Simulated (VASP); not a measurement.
# AlP in VASP: further runs

The runs below take AlP through single point, relaxation of the atoms, with PBEsol.

Everything below comes from runs of VASP 6.6.1. Logs are shortened: lines on timing, memory, paths and dates and some standing lists are left out, and cuts for length are marked.

## Step 1: The cell of the first run

The cell holds a slab with vacuum, 6 atoms: a = 3.868 Å, b = 5.470 Å, c = 18.868 Å, α = 90.00°, β = 90.00°, γ = 90.00°.

## Step 2: Single point, PBEsol

The input, INCAR:

```
PREC     = Accurate       # precision mode
ENCUT    = 520            # plane-wave cutoff, eV
EDIFF    = 1E-6           # SCF threshold, eV
ISMEAR   = 0              # smearing method
SIGMA    = 0.05           # smearing width, eV
LREAL    = F              # projectors in reciprocal space
LASPH    = T              # aspherical terms in the spheres
NELM     = 60             # most SCF steps
ALGO     = Normal         # electronic algorithm
ISIF     = 2              # what is computed and relaxed
LWAVE    = F              # write WAVECAR
LCHARG   = T              # write CHGCAR
LDIPOL   = T            
IDIPOL   = 3            
DIPOL    = 0.5 0.5 0.500
GGA      = PS             # functional
LELF     = T              # ELF
LVHAR    = T            
LVACPOTAV= T            
NBANDS   = 21             # bands
```

The input, KPOINTS:

```
Automatic mesh
0
Gamma
  7 5 1
```

The input, POSCAR:

```
AlP
1.0
    3.8681183871      0.0000000000      0.0000000000
    0.0000000000      5.4703454839      0.0000000000
    0.0000000000      0.0000000000     18.8681183871
Al P
3 3
Direct
    0.5000000000      0.5000000000      0.3974959159
    0.0000000000      0.0000000000      0.5000000000
    0.5000000000      0.5000000000      0.6025040841
    0.0000000000      0.7500000000      0.3974959159
    0.5000000000      0.2500000000      0.5000000000
    0.0000000000      0.7500000000      0.6025040841
```

Potentials or basis: VASP PAW PBE potentials, release 64 (Al, P).

Started as:

```bash
cat potpaw_PBE.64/Al/POTCAR potpaw_PBE.64/P/POTCAR > POTCAR
mpirun -np 1 vasp_std > vasp.out
```

OUTCAR:

```text
PREC = Accurate
   ENCUT = 520
   EDIFF = 1E-6
   ISMEAR = 0
   LREAL = F
   LASPH = T
   NELM = 60
   ISIF = 2
   GGA = PS

 ion  position               nearest neighbor table
   1  0.500  0.500  0.397-   4 2.37   4 2.37   5 2.37
   2  0.000  0.000  0.500-   5 2.37   5 2.37   6 2.37   4 2.37
   3  0.500  0.500  0.603-   6 2.37   6 2.37   5 2.37
   4  0.000  0.750  0.397-   1 2.37   1 2.37   2 2.37
   5  0.500  0.250  0.500-   2 2.37   2 2.37   3 2.37   1 2.37
   6  0.000  0.750  0.603-   3 2.37   3 2.37   2 2.37

  LATTYP: Found a simple orthorhombic cell.
 ALAT       =     3.8681183871
 B/A-ratio  =     1.4142135624
 C/A-ratio  =     4.8778544240

  Lattice vectors:

 A1 = (   3.8681183871,   0.0000000000,   0.0000000000)
 A2 = (   0.0000000000,   5.4703454839,   0.0000000000)
 A3 = (   0.0000000000,   0.0000000000,  18.8681183871)

Analysis of symmetry for initial positions (statically):
=====================================================================
 Subroutine PRICEL returns:
 Original cell was already a primitive cell.

 Routine SETGRP: Setting up the symmetry group for a
 simple orthorhombic supercell.

 Subroutine GETGRP returns: Found  4 space group operations
 (whereof  4 operations were pure point group operations)
 out of a pool of  8 trial point group operations.

The static configuration has the point symmetry C_2v.

Analysis of symmetry for dynamics (positions and initial velocities):
=====================================================================
 Subroutine PRICEL returns:
 Original cell was already a primitive cell.

 Routine SETGRP: Setting up the symmetry group for a
 simple orthorhombic supercell.

 Subroutine GETGRP returns: Found  4 space group operations
 (whereof  4 operations were pure point group operations)
 out of a pool of  8 trial point group operations.

The dynamic configuration has the point symmetry C_2v.

 Subroutine INISYM returns: Found  4 space group operations
 (whereof  4 operations are pure point group operations),
 and found     1 'primitive' translations

----------------------------------------------------------------------------------------

                                     Primitive cell
[... 87 lines left out ...]
   LREAL  =      F    real-space projection
   EDIFFG = 0.1E-04   stopping-criterion for IOM
   NSW    =      0    number of steps for IOM
   IBRION =     -1    ionic relax: 0-MD 1-quasi-New 2-CG
   NFREE  =      0    steps in history (QN), initial steepest desc. (CG)
   ISIF   =      2    stress and relaxation
   ISYM   =      2    0-nonsym 1-usesym 2-fastsym
   POTIM  = 0.5000    time-step for ionic-motion
   TEBEG  =    0.0;   TEEND  =   0.0 temperature during run
   PSTRESS=    0.0 pullay stress
   NELECT =      24.0000    total number of electrons
   NUPDOWN=      -1.0000    fix difference up-down
   EMIN   =  10.00;   EMAX   =-10.00  energy-range for DOS
   EFERMI =   0.00;   METHOD = LEGACY
   ISMEAR =     0;   SIGMA  =   0.05  broadening in eV -4-tet -1-fermi 0-gaus
   EFERMI_NEDOS =   21; number of points for ismear=-14 and -15
   IALGO  =     38    algorithm
   IMIX   =      4    mixing-type and parameters
     AMIX     =   0.40;   BMIX     =  1.00
     AMIX_MAG =   1.60;   BMIX_MAG =  1.00
  volume/ion in A,a.u.               =      66.54       449.04
  Fermi-wavevector in a.u.,A,eV,Ry     =   0.641304  1.211890  5.595686  0.411271
  Thomas-Fermi vector in A             =   1.707599
   LORBIT       =      0    0 simple, 1 ext, 2 COOP (PROOUT), +10 PAW based schemes
   GGA     = PS    functional components
   LHFCALC =     F    Hartree Fock is set to
   AEXX    =    0.0000 exact exchange contribution
   IVDW    =     0    specifies the selected vdW correction
   LEPSILON=     F    determine dielectric tensor
   LRPA    =     F    only Hartree local field effects (RPA)
 non-spin polarized calculation
 Gauss-broadening in eV      SIGMA  =   0.05
  energy-cutoff  :      520.00
  volume of cell :      399.25
 maximum number of plane-waves:     10793
 NGX is ok and might be reduce to    30
   NGX = 15   NGY = 21   NGZ = 71

 number of electron      24.0000003 magnetization

 dipolmoment           0.000000      0.000000     -0.000000 electrons x Angstroem

 Free energy of the ion-electron system (eV)
  ---------------------------------------------------
  ext. energy  EPLUGINS =         0.00000000
  ---------------------------------------------------
  free energy    TOTEN  =       -28.87256021 eV

  energy without entropy =      -28.87254480  energy(sigma->0) =      -28.87255251

 E-fermi :  -1.5654     XC(G=0):  -3.7325

 val. band max:       -1.6815214521   @ k =   0.4286   0.0000   0.0000
 cond. band min:      -1.4496167915   @ k =   0.0000   0.0000   0.0000
 fundamental gap:      0.2319046606
 Fermi energy:        -1.5654216970

 k-point     1 :       0.0000    0.0000    0.0000
  band No.  band energies     occupation
      1     -13.1543      2.00000
      2     -11.5351      2.00000
      3     -11.1015      2.00000
      4      -7.1074      2.00000
      5      -5.9377      2.00000
      6      -4.7051      2.00000
[... 277 lines left out ...]
     20       3.4521      0.00000
     21       3.9157      0.00000

------------------------ aborting loop because EDIFF is reached ----------------------------------------

  FORCE on cell =-STRESS in cart. coord.  units (eV):
  Direction    XX          YY          ZZ          XY          YZ          ZX
  --------------------------------------------------------------------------------------
  -------------------------------------------------------------------------------------
  Total       -3.5361484     -4.9359192      0.6219079      0.0000000      0.0000000      0.0000000
  in kB      -14.1905085    -19.8077670      2.4957069      0.0000000      0.0000000      0.0000000
  external PRESSURE =     -10.5008562 kB  Pullay stress =       0.0000000 kB

 VOLUME and BASIS-vectors are now :
 -----------------------------------------------------------------------------
  energy-cutoff  :      520.00
  volume of cell :      399.25
      direct lattice vectors                 reciprocal lattice vectors
     3.868118387  0.000000000  0.000000000     0.258523628  0.000000000  0.000000000
     0.000000000  5.470345484  0.000000000     0.000000000  0.182803811  0.000000000
     0.000000000  0.000000000 18.868118387     0.000000000  0.000000000  0.052999455

 POSITION                                       TOTAL-FORCE (eV/Angst)
 -----------------------------------------------------------------------------------
      1.93406      2.73517      7.50000         0.000000      1.558382      1.192185
      0.00000      0.00000      9.43406         0.000000     -0.786046      0.000000
      1.93406      2.73517     11.36812         0.000000      1.558382     -1.192185
      0.00000      4.10276      7.50000         0.000000     -0.774857     -1.356556
      1.93406      1.36759      9.43406         0.000000     -0.781004      0.000000
      0.00000      4.10276     11.36812         0.000000     -0.774857      1.356556
 -----------------------------------------------------------------------------------
    total drift:                                0.000000      0.000115     -0.000000

  FREE ENERGIE OF THE ION-ELECTRON SYSTEM (eV)
  ---------------------------------------------------
  free  energy   TOTEN  =       -28.8725602059 eV

  energy  without entropy=      -28.8725448047  energy(sigma->0) =      -28.87255251

 vacuum level on the upper side and lower side of the slab         3.019         3.019
```

OSZICAR:

```text
N       E                     dE             d eps       ncg     rms          rms(c)
DAV:   1     0.118441288996E+03    0.11844E+03   -0.73714E+03   504   0.802E+02
DAV:   2    -0.141471040222E+02   -0.13259E+03   -0.12841E+03   711   0.139E+02
DAV:   3    -0.306755391135E+02   -0.16528E+02   -0.16357E+02   609   0.510E+01
[... 14 lines left out ...]
DAV:  18    -0.288724761873E+02   -0.89343E-04   -0.40640E-06   646   0.617E-03    0.176E-03
DAV:  19    -0.288725307964E+02   -0.54609E-04   -0.28125E-06   573   0.467E-03    0.140E-03
DAV:  20    -0.288725510498E+02   -0.20253E-04   -0.82918E-07   536   0.249E-03    0.785E-04
DAV:  21    -0.288725596308E+02   -0.85810E-05   -0.47216E-07   543   0.182E-03    0.446E-04
DAV:  22    -0.288725602059E+02   -0.57513E-06   -0.25813E-08   479   0.559E-04
   1 F= -.28872560E+02 E0= -.28872553E+02  d E =-.154012E-04
```

Run time: 2.3 min. Hardware: 1 thread of Intel Xeon Platinum 8488C (Sapphire Rapids), shared host; peak memory 0.45 GiB.

Results:

- Free energy: -28.8726 eV
- Largest force: 1.962 eV/Å
- Band gap on the k mesh: 0.23 eV, indirect (least direct gap 0.28 eV)

Forces in eV/Å, atoms in the order of the input:
```
Al   0.000  1.558  1.192
Al   0.000 -0.786  0.000
Al   0.000  1.558 -1.192
P    0.000 -0.775 -1.357
P    0.000 -0.781  0.000
P    0.000 -0.775  1.357
```

Levels at points of the mesh, in eV from the valence-band top:
```csv
k point,band 8,band 9,band 10,band 11,band 12,band 13,band 14,band 15,band 16,band 17
"(0.00, 0.00, 0.00)",-2.20,-0.96,-0.77,-0.72,-0.50,0.23,1.88,1.92,3.28,3.38
```

Caveat: the PAW data sets were made with another functional, which shifts forces and pressure a little.

## Step 3: Relaxation of the atoms, PBEsol

The input, INCAR:

```
PREC = Accurate ; ENCUT = 450
EDIFF = 1E-7 ; ISMEAR = 0
SIGMA = 0.05 ; LREAL = F
LASPH = T ; NELM = 120
ALGO = Normal ; ISIF = 2
LWAVE = F ; LCHARG = F
LDIPOL = T ; IDIPOL = 3
DIPOL = 0.5 0.5 0.500 ; GGA = PS
IBRION = 2 ; NSW = 80
EDIFFG = -0.02 ; GGA_COMPAT = F
NELMIN = 4 ; NELMDL = -8
```

The input, KPOINTS:

```
regular mesh
0
Gamma
  7 5 1
```

POSCAR is that of step 2.

Potentials or basis: VASP PAW PBE potentials, release 64 (Al, P).

Started as:

```bash
cat potpaw_PBE.64/Al/POTCAR potpaw_PBE.64/P/POTCAR > POTCAR
mpirun -np 1 vasp_std > vasp.out
```

It took 8.6 min on 1 thread of Intel Xeon Platinum 8488C (Sapphire Rapids), shared host; peak memory 0.43 GiB.

It converged, with:

```
Free energy                  : -30.2080 eV
Energy gained by relaxing    : 222.6 meV/atom
Ionic steps                  : 13
Largest force after relaxing : 0.011 eV/Å
Band gap on the k mesh       : 0.59 eV, indirect (least direct gap 0.72 eV)
```

Forces in eV/Å, atoms in the order of the input:
```
Al   0.000  0.011 -0.001
Al   0.000  0.000  0.000
Al   0.000  0.011  0.001
P    0.000 -0.008 -0.004
P    0.000 -0.005  0.000
P    0.000 -0.008  0.004
```

The path:
| step | energy change (eV) | largest force (eV/Å) | pressure (GPa) |
| --- | --- | --- | --- |
| 1 | 0.0000 | 1.9621 | -1.05 |
| 2 | -0.5394 | 1.3717 | -0.82 |
| 3 | -0.8588 | 1.3414 | -0.47 |
| 4 | -1.2001 | 0.5564 | -0.83 |
| 5 | -1.2687 | 0.6489 | -1.06 |
| 6 | -1.3160 | 0.2925 | -1.01 |
| 7 | -1.3189 | 0.2410 | -0.98 |
| 8 | -1.3299 | 0.1377 | -0.85 |
| 9 | -1.3313 | 0.2023 | -0.78 |
| 10 | -1.3351 | 0.0743 | -0.69 |
| 11 | -1.3357 | 0.0508 | -0.63 |
| 12 | -1.3358 | 0.0263 | -0.63 |
| 13 | -1.3359 | 0.0109 | -0.63 |

Final structure:
```yaml
crystal:
  lattice:
    - [3.86812, 0.00000, 0.00000]
    - [0.00000, 5.47035, 0.00000]
    - [0.00000, 0.00000, 18.86812]
  atoms:
    - { symbol: Al, position: [0.50000, 0.53865, 0.41720] }
    - { symbol: Al, position: [0.00000, 0.95623, 0.50000] }
    - { symbol: Al, position: [0.50000, 0.53865, 0.58280] }
    - { symbol: P, position: [0.00000, 0.75096, 0.38760] }
    - { symbol: P, position: [0.50000, 0.21454, 0.50000] }
    - { symbol: P, position: [0.00000, 0.75096, 0.61240] }
```

Levels at points of the mesh, in eV from the valence-band top:
| k point | band 9 | band 10 | band 11 | band 12 | band 13 | band 14 | band 15 | band 16 |
| --- | --- | --- | --- | --- | --- | --- | --- | --- |
| (0.00, 0.00, 0.00) | -0.70 | -0.57 | -0.50 | -0.06 | 1.77 | 2.25 | 3.62 | 3.64 |

Caveat: the PAW data sets were made with another functional, which shifts forces and pressure a little.
